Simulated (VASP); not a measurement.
# Ti (Im-3m) in VASP: notebook

Runs on Ti. Level: PBEsol. Tasks: single point, relaxation of cell and atoms.

All numbers are computed with VASP 6.6.1; they aren't measurements. Logs are shortened: lines on timing, memory, paths and dates and some standing lists are left out, and cuts for length are marked.

## (1) The cell of the first run

It takes space group Im-3m (No. 229, cubic). The conventional cell has a = 3.210 Å, b = 3.210 Å, c = 3.210 Å, α = 90.00°, β = 90.00°, γ = 90.00°. Ti (site symmetry m-3m) has 14 Ti at 2.78 to 3.21 Å within 3.7 Å.

## (2) Single point, PBEsol

INCAR reads:

```
PREC = Accurate
ENCUT = 500
EDIFF = 1E-6
ISMEAR = 0
SIGMA = 0.1
LREAL = False
LASPH = True
NELM = 120
ALGO = Normal
ISIF = 2
LWAVE = False
LCHARG = False
GGA = PS
NBANDS = 12
GGA_COMPAT = False
```

KPOINTS reads:

```
Automatic mesh
0
Gamma
  18 18 18
```

POSCAR reads:

```
Ti
1.0
   -1.6048355376      1.6048355376      1.6048355376
    1.6048355376     -1.6048355376      1.6048355376
    1.6048355376      1.6048355376     -1.6048355376
Ti
1
Direct
    0.0000000000      0.0000000000      0.0000000000
```

Potentials or basis: VASP PAW PBE potentials, release 64 (Ti_sv).

Launch:

```console
$ cat potpaw_PBE.64/Ti_sv/POTCAR > POTCAR
$ mpirun -np 1 vasp_std > vasp.out
```

OUTCAR:

```text
PREC = Accurate
   ENCUT = 500
   EDIFF = 1E-6
   ISMEAR = 0
   LREAL = False
   LASPH = True
   NELM = 120
   ISIF = 2
   GGA = PS

 ion  position               nearest neighbor table
   1  0.000  0.000  0.000-

  LATTYP: Found a body centered cubic cell.
 ALAT       =     3.2096710752

  Lattice vectors:

 A1 = (  -1.6048355376,   1.6048355376,   1.6048355376)
 A2 = (   1.6048355376,  -1.6048355376,   1.6048355376)
 A3 = (   1.6048355376,   1.6048355376,  -1.6048355376)

Analysis of symmetry for initial positions (statically):
=====================================================================
 Subroutine PRICEL returns:
 Original cell was already a primitive cell.

 Routine SETGRP: Setting up the symmetry group for a
 body centered cubic supercell.

 Subroutine GETGRP returns: Found 48 space group operations
 (whereof 48 operations were pure point group operations)
 out of a pool of 48 trial point group operations.

The static configuration has the point symmetry O_h .

Analysis of symmetry for dynamics (positions and initial velocities):
=====================================================================
 Subroutine PRICEL returns:
 Original cell was already a primitive cell.

 Routine SETGRP: Setting up the symmetry group for a
 body centered cubic supercell.

 Subroutine GETGRP returns: Found 48 space group operations
 (whereof 48 operations were pure point group operations)
 out of a pool of 48 trial point group operations.

The dynamic configuration has the point symmetry O_h .

 Subroutine INISYM returns: Found 48 space group operations
 (whereof 48 operations are pure point group operations),
 and found     1 'primitive' translations

----------------------------------------------------------------------------------------

                                     Primitive cell

  volume of cell :      16.5330

  direct lattice vectors                    reciprocal lattice vectors
    -1.604835538  1.604835538  1.604835538     0.000000000  0.311558405  0.311558405
     1.604835538 -1.604835538  1.604835538     0.311558405  0.000000000  0.311558405
     1.604835538  1.604835538 -1.604835538     0.311558405  0.311558405  0.000000000

  length of vectors
     2.779656689  2.779656689  2.779656689     0.440610121  0.440610121  0.440610121

  position of ions in fractional coordinates (direct lattice)
     0.000000000  0.000000000  0.000000000

  ion indices of the primitive-cell ions
   primitive index   ion index
                 1           1

----------------------------------------------------------------------------------------

 KPOINTS: Automatic mesh

Automatic generation of k-mesh.
 Grid dimensions read from file:
 generate k-points for:   18   18   18

 Generating k-lattice:

  Cartesian coordinates                     Fractional coordinates (reciprocal lattice)
     0.000000000  0.017308800  0.017308800     0.055555556  0.000000000  0.000000000
     0.017308800  0.000000000  0.017308800     0.000000000  0.055555556  0.000000000
     0.017308800  0.017308800  0.000000000     0.000000000  0.000000000  0.055555556

  Length of vectors
     0.024478340  0.024478340  0.024478340

  Shift w.r.t. Gamma in fractional coordinates (k-lattice)
     0.000000000  0.000000000  0.000000000

 Subroutine IBZKPT returns following result:
 ===========================================

 Found    195 irreducible k-points:

 Following reciprocal coordinates:
            Coordinates               Weight
  0.000000  0.000000  0.000000      1.000000
  0.055556  0.000000  0.000000     12.000000
  0.111111  0.000000  0.000000     12.000000
  0.166667  0.000000  0.000000     12.000000
  0.222222  0.000000  0.000000     12.000000
  0.277778  0.000000  0.000000     12.000000
[... 16 lines left out ...]
  0.333333  0.111111  0.000000     48.000000
  0.388889  0.111111  0.000000     48.000000
 [... further k-points ...]
   k-points           NKPTS =    195   k-points in BZ     NKDIM =    195   number of bands    NBANDS=     12
   number of dos      NEDOS =    301   number of ions     NIONS =      1
   total plane-waves  NPLWV =   8000
   dimension x,y,z NGX =    20 NGY =   20 NGZ =   20
   dimension x,y,z NGXF=    40 NGYF=   40 NGZF=   40
   ions per type =               1
   NGX,Y,Z   is equivalent  to a cutoff of  11.96, 11.96, 11.96 a.u.
   NGXF,Y,Z  is equivalent  to a cutoff of  23.92, 23.92, 23.92 a.u.
 SYSTEM =  unknown system
   PREC   = accura    normal or accurate (medium, high low for compatibility)
   ISTART =      0    job   : 0-new  1-cont  2-samecut
   ICHARG =      2    charge: 1-file 2-atom 10-const
   ISPIN  =      1    spin polarized calculation?
   LNONCOLLINEAR =      F non collinear calculations
   LSORBIT =      F    spin-orbit coupling
   LASPH  =      T    aspherical Exc in radial PAW
   ENCUT  =  500.0 eV  36.75 Ry    6.06 a.u.   5.07  5.07  5.07*2*pi/ulx,y,z
   NELM   =    120;   NELMIN=  2; NELMDL= -5     # of ELM steps
   EDIFF  = 0.1E-05   stopping-criterion for ELM
   LREAL  =      F    real-space projection
   EDIFFG = 0.1E-04   stopping-criterion for IOM
   NSW    =      0    number of steps for IOM
   IBRION =     -1    ionic relax: 0-MD 1-quasi-New 2-CG
   NFREE  =      0    steps in history (QN), initial steepest desc. (CG)
   ISIF   =      2    stress and relaxation
   ISYM   =      2    0-nonsym 1-usesym 2-fastsym
   POTIM  = 0.5000    time-step for ionic-motion
   TEBEG  =    0.0;   TEEND  =   0.0 temperature during run
   PSTRESS=    0.0 pullay stress
   NELECT =      12.0000    total number of electrons
   NUPDOWN=      -1.0000    fix difference up-down
   EMIN   =  10.00;   EMAX   =-10.00  energy-range for DOS
   EFERMI =   0.00;   METHOD = LEGACY
   ISMEAR =     0;   SIGMA  =   0.10  broadening in eV -4-tet -1-fermi 0-gaus
   EFERMI_NEDOS =   21; number of points for ismear=-14 and -15
   IALGO  =     38    algorithm
   IMIX   =      4    mixing-type and parameters
     AMIX     =   0.40;   BMIX     =  1.00
     AMIX_MAG =   1.60;   BMIX_MAG =  1.00
  volume/ion in A,a.u.               =      16.53       111.57
  Fermi-wavevector in a.u.,A,eV,Ry     =   1.471244  2.780248 29.450613  2.164559
  Thomas-Fermi vector in A             =   2.586403
   LORBIT       =      0    0 simple, 1 ext, 2 COOP (PROOUT), +10 PAW based schemes
   GGA     = PS    functional components
   LHFCALC =     F    Hartree Fock is set to
   AEXX    =    0.0000 exact exchange contribution
   IVDW    =     0    specifies the selected vdW correction
   LEPSILON=     F    determine dielectric tensor
   LRPA    =     F    only Hartree local field effects (RPA)
 non-spin polarized calculation
 Gauss-broadening in eV      SIGMA  =   0.10
  energy-cutoff  :      500.00
  volume of cell :       16.53
 maximum number of plane-waves:       432
   NGX = 11   NGY = 11   NGZ = 11

 number of electron      12.0000006 magnetization

 Free energy of the ion-electron system (eV)
  ---------------------------------------------------
  ext. energy  EPLUGINS =         0.00000000
  ---------------------------------------------------
  free energy    TOTEN  =        -8.24085958 eV

  energy without entropy =       -8.22984835  energy(sigma->0) =       -8.23535397

 E-fermi :   8.4740     XC(G=0): -11.8691

 val. band max:        8.4651818292   @ k =   0.3333   0.2222   0.0000
 cond. band min:       8.4771744360   @ k =  -0.4444   0.5000   0.1111
 fundamental gap:      0.0119926068
 Fermi energy:         8.4739765088

 k-point     1 :       0.0000    0.0000    0.0000
  band No.  band energies     occupation
      1     -47.7274      2.00000
      2     -23.6148      2.00000
      3     -23.6148      2.00000
      4     -23.6148      2.00000
      5       2.4201      2.00000
      6       9.5019      0.00000
      7       9.5019      0.00000
      8       9.5019      0.00000
      9      11.3850      0.00000
     10      11.3850      0.00000
     11      26.2484      0.00000
     12      26.2484      0.00000

 k-point     2 :       0.0556    0.0000    0.0000
  band No.  band energies     occupation
      1     -47.7225      2.00000
      2     -23.6400      2.00000
      3     -23.6224      2.00000
      4     -23.6150      2.00000
      5       2.5315      2.00000
      6       9.4494      0.00000
      7       9.4880      0.00000
      8       9.5845      0.00000
      9      11.3220      0.00000
     10      11.3880      0.00000
     11      26.1121      0.00000
     12      26.2478      0.00000

 k-point     3 :       0.1111    0.0000    0.0000
  band No.  band energies     occupation
      1     -47.7084      2.00000
      2     -23.7123      2.00000
      3     -23.6444      2.00000
      4     -23.6154      2.00000
      5       2.8567      2.00000
      6       9.3018      0.00000
      7       9.4272      0.00000
      8       9.8275      0.00000
      9      11.1783      0.00000
     10      11.3989      0.00000
     11      25.6571      0.00000
     12      26.1581      0.00000

 k-point     4 :       0.1667    0.0000    0.0000
  band No.  band energies     occupation
      1     -47.6869      2.00000
      2     -23.8218      2.00000
      3     -23.6780      2.00000
      4     -23.6163      2.00000
      5       3.3694      2.00000
      6       9.0847      0.00000
      7       9.2799      0.00000
      8      10.2168      0.00000
      9      11.0603      0.00000
     10      11.4232      0.00000
     11      24.8037      0.00000
     12      25.7847      0.00000

 k-point     5 :       0.2222    0.0000    0.0000
  band No.  band energies     occupation
      1     -47.6603      2.00000
      2     -23.9542      2.00000
      3     -23.7189      2.00000
      4     -23.6173      2.00000
      5       4.0193      2.00000
      6       8.8316      0.00000
      7       9.0548      0.00000
      8      10.7269      0.00000
      9      11.0455      0.00000
     10      11.4659      0.00000
     11      23.5665      0.00000
     12      25.0841      0.00000
[... 228 lines left out ...]
      1     -47.6232      2.00000
      2     -24.1110      2.00000
      3     -23.7701      2.00000
      4     -23.6492      2.00000
      5       4.9903      2.00000
      6       8.5255      0.46655
      7       8.6754      0.00439
      8      10.9581      0.00000
      9      11.6091      0.00000
     10      11.7059      0.00000
     11      22.1721      0.00000
     12      23.6345      0.00000

 k-point    22 :       0.2778    0.1111   -0.0000
  band No.  band energies     occupation
      1     -47.5979      2.00000
      2     -24.2195      2.00000
      3     -23.8188      2.00000
      4     -23.6517      2.00000
      5       5.6043      2.00000
      6       8.3140      1.97636
      7       8.6132      0.04889
      8      11.0918      0.00000
      9      11.7310      0.00000
     10      12.3008      0.00000
     11      20.6409      0.00000
     12      22.9394      0.00000

 k-point    23 :       0.3333    0.1111    0.0000
  band No.  band energies     occupation
      1     -47.5773      2.00000
      2     -24.3065      2.00000
      3     -23.8590      2.00000
      4     -23.6534      2.00000
      5       5.9896      2.00000
      6       8.1658      1.99999
      7       8.7885      0.00001
      8      11.2302      0.00000
      9      11.8036      0.00000
     10      12.9109      0.00000
     11      19.2267      0.00000
     12      22.3767      0.00000

 k-point    24 :       0.3889    0.1111    0.0000
  band No.  band energies     occupation
      1     -47.5637      2.00000
      2     -24.3627      2.00000
      3     -23.8854      2.00000
      4     -23.6545      2.00000
      5       6.1378      2.00000
      6       8.0731      2.00000
      7       9.1028      0.00000
      8      11.3053      0.00000
      9      11.8941      0.00000
     10      13.3837      0.00000
     11      18.1615      0.00000
     12      22.0060      0.00000

 [... further k-points ...]

------------------------ aborting loop because EDIFF is reached ----------------------------------------

  FORCE on cell =-STRESS in cart. coord.  units (eV):
  Direction    XX          YY          ZZ          XY          YZ          ZX
  --------------------------------------------------------------------------------------
  -------------------------------------------------------------------------------------
  Total       -0.0278188     -0.0278188     -0.0278188      0.0000000      0.0000000      0.0000000
  in kB       -2.6958606     -2.6958606     -2.6958606      0.0000000      0.0000000      0.0000000
  external PRESSURE =      -2.6958606 kB  Pullay stress =       0.0000000 kB

 VOLUME and BASIS-vectors are now :
 -----------------------------------------------------------------------------
  energy-cutoff  :      500.00
  volume of cell :       16.53
      direct lattice vectors                 reciprocal lattice vectors
    -1.604835538  1.604835538  1.604835538     0.000000000  0.311558405  0.311558405
     1.604835538 -1.604835538  1.604835538     0.311558405  0.000000000  0.311558405
     1.604835538  1.604835538 -1.604835538     0.311558405  0.311558405  0.000000000

 POSITION                                       TOTAL-FORCE (eV/Angst)
 -----------------------------------------------------------------------------------
      0.00000      0.00000      0.00000         0.000000     -0.000000      0.000000
 -----------------------------------------------------------------------------------
    total drift:                                0.000000     -0.000000      0.000000

  FREE ENERGIE OF THE ION-ELECTRON SYSTEM (eV)
  ---------------------------------------------------
  free  energy   TOTEN  =        -8.2408595821 eV

  energy  without entropy=       -8.2298483489  energy(sigma->0) =       -8.23535397
```

It took 11 s on 1 thread of Intel Xeon 6975P-C (Granite Rapids), shared host; peak memory 0.15 GiB.

Results:

| Item | Value |
| --- | --- |
| Free energy | -8.2409 eV |
| Pressure | -0.3 GPa |
| Band gap on the k mesh | zero (band 6 reaches 9.50 eV, above the bottom of band 7 at 7.89 eV) |

Levels at points of the mesh, in eV from the Fermi level:
```
           k point  band 4  band 5  band 6  band 7  band 8  band 9
(0.00, 0.00, 0.00)  -32.09   -6.05    1.03    1.03    1.03    2.91
(0.50, 0.00, 0.00)  -32.10   -2.58   -0.45    1.31    2.91    3.28
(0.50, 0.50, 0.50)  -32.63   -2.27   -2.27    4.19    4.19    4.19
```

Caveat: the PAW data sets were made with another functional, which shifts forces and pressure a little.

## (3) Relaxation of cell and atoms, PBEsol

This run uses another cell than the first one, of 17.25 Å³/atom, 1.043 times its volume.

INCAR reads:

```
PREC     = Accurate       # precision mode
ENCUT    = 500            # plane-wave cutoff, eV
EDIFF    = 1E-7           # SCF threshold, eV
ISMEAR   = 0              # smearing method
SIGMA    = 0.1            # smearing width, eV
LREAL    = False          # projectors in reciprocal space
LASPH    = True           # aspherical terms in the spheres
NELM     = 120            # most SCF steps
ALGO     = Normal         # electronic algorithm
ISIF     = 3              # what is computed and relaxed
LWAVE    = False          # write WAVECAR
LCHARG   = False          # write CHGCAR
GGA      = PS             # functional
IBRION   = 2              # ionic algorithm
NSW      = 70             # ionic steps
EDIFFG   = -0.005         # ionic threshold
GGA_COMPAT= False        
NELMIN   = 4
```

KPOINTS reads:

```
regular mesh
0
Gamma
  18 18 18
```

POSCAR reads:

```
Ti
1.0
   -1.6277527636      1.6277527636      1.6277527636
    1.6277527636     -1.6277527636      1.6277527636
    1.6277527636      1.6277527636     -1.6277527636
Ti
1
Direct
    0.0000000000      0.0000000000      0.0000000000
```

Potentials or basis: VASP PAW PBE potentials, release 64 (Ti_sv).

Launch:

```console
$ cat potpaw_PBE.64/Ti_sv/POTCAR > POTCAR
$ mpirun -np 1 vasp_std > vasp.out
```

Run time: 27 s. Hardware: 1 thread of Intel Xeon 6975P-C (Granite Rapids), shared host; peak memory 0.17 GiB.

The run converged. Its results:

```yaml
Free_energy: -8.2413 eV
Relaxed_volume: 16.50 Å³/atom
Relaxed_cell: a = 2.778 Å, b = 2.778 Å, c = 2.778 Å, α = 109.47°, β = 109.47°, γ = 109.47°
Space_group_after_relaxing_to_0.05_Å: Im-3m (No. 229)
Energy_gained_by_relaxing: 11.4 meV/atom
Ionic_steps: 3
Pressure_after_relaxing: 0.0 GPa
Band_gap_on_the_k_mesh: zero (band 6 reaches 9.53 eV, above the bottom of band 7 at 7.91 eV)
```

The path:
```
step  energy change (eV)  largest force (eV/Å)  pressure (GPa)  volume (Å³)
   1              0.0000                0.0000           -4.70        17.25
   2             -0.0063                0.0000            3.50        16.02
   3             -0.0114                0.0000            0.02        16.50
```

Final structure:
```
Ti
1.0
    -1.60376    1.60376    1.60376
     1.60376   -1.60376    1.60376
     1.60376    1.60376   -1.60376
Ti
1
Direct
  0.00000 0.00000 0.00000
```

Levels at points of the mesh, in eV from the Fermi level:
```csv
k point,band 2,band 3,band 4,band 5,band 6,band 7,band 8,band 9,band 10
"(0.00, 0.00, 0.00)",-32.08,-32.08,-32.08,-6.06,1.03,1.03,1.03,2.92,2.92
"(0.50, 0.00, 0.00)",-32.89,-32.33,-32.09,-2.59,-0.46,1.32,2.91,3.29,4.58
"(0.50, 0.50, 0.50)",-32.63,-32.63,-32.63,-2.28,-2.28,4.20,4.20,4.20,8.78
```

Caveat: the PAW data sets were made with another functional, which shifts forces and pressure a little.
